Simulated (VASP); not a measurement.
## AgBr: single point with r2SCAN

AgBr:

```xyz
4
Lattice="4.0921 0.0000 0.0448 0.0000 4.0890 0.0000 -0.0528 0.0000 5.7846" Properties=species:S:1:pos:R:3 pbc="T T T"
Ag    3.0318    3.0668    4.3717
Ag    1.0075    1.0223    1.4578
Br    0.9839    1.0223    4.3505
Br    3.0554    3.0668    1.4790
```

```
Program                : VASP 6.6.1
Task                   : single point
Functional             : r2SCAN
Potentials or basis    : VASP PAW PBE potentials, release 64 (Ag, Br)
Cutoff                 : 550 eV
k mesh                 : 8 × 8 × 6
Occupations            : gaussian, width 0.02 eV
Spin                   : no spin polarisation
Dipole correction      : no
Further INCAR settings : ALGO = Normal; EDIFF = 1e-06; NBANDS = 26
```

- Pressure: -0.1 GPa
- Largest force: 0.003 eV/Å
- Band gap on the k mesh: 1.24 eV

Forces on the atoms (eV/Å):
```
Ag  -0.002  0.000 -0.001
Ag   0.002  0.000  0.001
Br   0.002  0.000 -0.002
Br  -0.002  0.000  0.002
```

Levels at points of the mesh, in eV from the valence-band top:
```
           k point  band 16  band 17  band 18  band 19  band 20  band 21
(0.00, 0.00, 0.00)    -1.95    -1.94    -1.94     1.24     2.19     7.45
(0.50, 0.00, 0.00)    -1.83    -0.10    -0.09     5.45     5.45     5.79
(0.00, 0.50, 0.00)    -1.84    -0.09    -0.09     5.45     5.45     5.78
(0.50, 0.50, 0.00)    -2.30    -2.19    -2.19     2.19     2.19     7.45
(0.00, 0.00, 0.50)    -1.83    -1.50    -1.50     3.73     3.73     7.31
(0.50, 0.00, 0.50)     0.00     0.00     0.00     4.30     4.31     7.08
(0.00, 0.50, 0.50)     0.00     0.00     0.00     4.30     4.30     7.09
(0.50, 0.50, 0.50)    -2.21    -1.40    -1.40     4.25     4.25     7.83
```

It took 11 min on 1 thread of Intel(R) Xeon(R) Platinum 8559C (Emerald Rapids), with other jobs on the host, peak memory 0.44 GiB.

Caveat: the PAW data sets were made with another functional, which shifts forces and pressure a little. A k mesh can miss the band edges.
